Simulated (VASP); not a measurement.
Wanted: the native input for a VASP 6.6.1 run.

* Task: relaxation of cell and atoms
* Functional: PBE
* Potentials or basis: VASP PAW PBE potentials, release 64 (Zn, Se)
* Cutoff: 600 eV
* k mesh: 8 × 8 × 8
* Occupations: gaussian, width 0.02 eV
* Spin: no spin polarisation
* Dipole correction: no
* Further INCAR settings: ALGO = Normal; EDIFF = 1e-06; IBRION = 2; EDIFFG = -0.005; NSW = 100; ISIF = 3

The structure of ZnSe lies in POSCAR:

```
ZnSe
1.0
    0.0000000000      2.8338000000      2.8338000000
    2.8338000000      0.0000000000      2.8338000000
    2.8338000000      2.8338000000      0.0000000000
Zn Se
1 1
Direct
    0.0000000000      0.0000000000      0.0000000000
    0.7500000000      0.7500000000      0.7500000000
```

The input as run:

INCAR

```
ALGO     = Normal         # electronic algorithm
EDIFF    = 1E-6           # SCF threshold, eV
EDIFFG   = -0.005         # ionic threshold
ENCUT    = 600            # plane-wave cutoff, eV
GGA      = PE             # functional
IBRION   = 2              # ionic algorithm
ISIF     = 3              # what is computed and relaxed
ISMEAR   = 0              # smearing method
LASPH    = T              # aspherical terms in the spheres
LCHARG   = F              # write CHGCAR
LREAL    = F              # projectors in reciprocal space
LWAVE    = F              # write WAVECAR
NELM     = 60             # most SCF steps
NSW      = 100            # ionic steps
PREC     = Accurate       # precision mode
SIGMA    = 0.02           # smearing width, eV
```

KPOINTS

```
k-points
0
Gamma
  8 8 8
```

Potentials or basis: VASP PAW PBE potentials, release 64 (Zn, Se).

Launch:

```console
$ cat potpaw_PBE.64/Zn/POTCAR potpaw_PBE.64/Se/POTCAR > POTCAR
$ mpirun -np 1 vasp_std > vasp.out
```

It gave:

```yaml
Relaxed_volume: 23.65 Å³/atom
Relaxed_cell: a = 4.059 Å, b = 4.059 Å, c = 4.059 Å, α = 60.00°, β = 60.00°, γ = 60.00°
Space_group_after_relaxing_to_0.05_Å: F-43m (No. 216)
Energy_gained_by_relaxing: 6.1 meV/atom
Ionic_steps: 5
Pressure_after_relaxing: 0.0 GPa
Band_gap_on_the_k_mesh: 1.14 eV, direct
```

Wall time 24 s on 1 thread of Intel(R) Xeon(R) 6975P-C (Granite Rapids) (shared host), peak memory 0.19 GiB.
